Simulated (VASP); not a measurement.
Write the native input for VASP 6.6.1 that does the following.

```yaml
Task: single point
Functional: PBEsol
Potentials_or_basis: VASP PAW PBE potentials, release 64 (Li_sv)
Cutoff: 520 eV
k_mesh: 16 × 16 × 9
Occupations: fermi-dirac, width 0.05 eV
Spin: no spin polarisation
Dipole_correction: no
Further_INCAR_settings: ALGO = Normal; EDIFF = 1e-07; NBANDS = 10
```

The structure of Li lies in POSCAR:

```
Li
1.0
    2.7269846312      0.0000000000      0.0000000000
   -1.3634923156      2.3616379663      0.0000000000
    0.0000000000      0.0000000000      4.4844332764
Li
2
Direct
    0.3333333333      0.6666666667      0.2500000000
    0.6666666667      0.3333333333      0.7500000000
```

These files were run (other wordings do the same):

INCAR

```
  PREC = Accurate
  ENCUT = 520
  EDIFF = 1E-7
  ISMEAR = -1
  SIGMA = 0.05
  LREAL = False
  LASPH = True
  NELM = 60
  ALGO = Normal
  ISIF = 2
  LWAVE = False
  LCHARG = True
  GGA = PS
  LELF = True
  LVHAR = True
  NBANDS = 10
```

KPOINTS

```
regular mesh
0
Gamma
  16 16 9
```

Potentials or basis: VASP PAW PBE potentials, release 64 (Li_sv).

Command:

```sh
$ cat potpaw_PBE.64/Li_sv/POTCAR > POTCAR
$ mpirun -np 1 vasp_std > vasp.out
```

It gave:

```
Band gap on the k mesh : zero (band 3 reaches 3.85 eV, above the bottom of band 4 at -0.74 eV)
```

Run time: 16 s on 1 thread of Intel(R) Xeon(R) 6975P-C (Granite Rapids), on a shared host, peak memory 0.15 GiB.
